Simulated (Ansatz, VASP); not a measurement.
**Ba: VASP beside Ansatz**

```
Ba
1.0
     0.00000    3.03375    3.03375
     3.03375    0.00000    3.03375
     3.03375    3.03375    0.00000
Ba
1
Direct
  0.00000 0.00000 0.00000
```

Alike in both runs: task single point; functional LDA; k mesh 10 × 10 × 10; occupations fermi-dirac, width 0.1 eV; no spin polarisation.

|  | VASP | Ansatz |
| --- | --- | --- |
| version | VASP 6.6.1 | Ansatz 0.2.0 |
| potentials or method | VASP PAW LDA potentials, release 64 (Ba_sv), cutoff 520 eV | plane waves (420 eV) with PAW, scalar-relativistic |
| valence electrons in the cell | 10 | 10 |

Ansatz gave:

| Property | Result |
| --- | --- |
| pressure (GPa) | -0.4 |

Question: What did VASP give for the same quantities?

Answer: Pressure (GPa): -0.3.

Ansatz warns that its potentials were made for another functional, while VASP's fit it. LDA's correlation is that of Perdew and Zunger in VASP and of Perdew and Wang (1992) in Ansatz.

Spin-orbit coupling is off throughout.
